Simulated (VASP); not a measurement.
The system is ZrTaS3.

```
Zr Ta S
1.0
     4.48125    0.00000    0.00000
     0.00000    4.48125    0.00000
     0.00000    0.00000    4.48125
Zr Ta S
1 1 3
Direct
  0.00000 0.00000 0.00000
  0.50000 0.50000 0.50000
  0.50000 0.00000 0.00000
  0.00000 0.50000 0.00000
  0.00000 0.00000 0.50000
```

The cell was generated, and may not be a known phase.

```yaml
Program: VASP 6.6.1
Task: relaxation of cell and atoms
Functional: PBE
Potentials_or_basis: VASP PAW PBE potentials, release 64 (Zr_sv, Ta_pv, S)
Cutoff: 600 eV
k_mesh: 4 × 4 × 4
Occupations: gaussian, width 0.1 eV
Spin: collinear spin
Starting_moments: "[0.0, 1.0, 0.0, 0.0, 0.0] μB"
```

At the start: pressure 30.9 GPa; volume 18.00 Å³/atom.

Q: How do energy, volume and symmetry change on relaxing?

A: Over 4 steps the energy falls by 465.2 meV/atom and the volume is 23.39 Å³/atom (+30.0 %); space group Pm-3m (No. 221, to 0.1 Å) before and after; moment 2.67 μB per cell.

Step by step:
| step | energy change (eV) | largest force (eV/Å) | pressure (GPa) | volume (Å³) |
| --- | --- | --- | --- | --- |
| 1 | 0.0000 | 0.0000 | 30.87 | 89.99 |
| 2 | -1.3183 | 0.0000 | -10.23 | 143.14 |
| 3 | -2.3194 | 0.0000 | -1.18 | 118.44 |
| 4 | -2.3262 | 0.0000 | -0.24 | 116.95 |

Final structure:
```cif
data_structure
_symmetry_space_group_name_H-M 'P 1'
_symmetry_Int_Tables_number 1
_cell_length_a 4.8903
_cell_length_b 4.8903
_cell_length_c 4.8903
_cell_angle_alpha 90.000
_cell_angle_beta 90.000
_cell_angle_gamma 90.000
_cell_volume 116.95
loop_
_atom_site_label
_atom_site_type_symbol
_atom_site_fract_x
_atom_site_fract_y
_atom_site_fract_z
_atom_site_occupancy
Zr1 Zr 0.00000 0.00000 0.00000 1
Ta1 Ta 0.50000 0.50000 0.50000 1
S1 S 0.50000 0.00000 0.00000 1
S2 S 0.00000 0.50000 0.00000 1
S3 S 0.00000 0.00000 0.50000 1
```

Caveat: the volume moved by over 15 % at a fixed basis, so the end points are rough; the highest band is partly filled, so the run has too few bands.
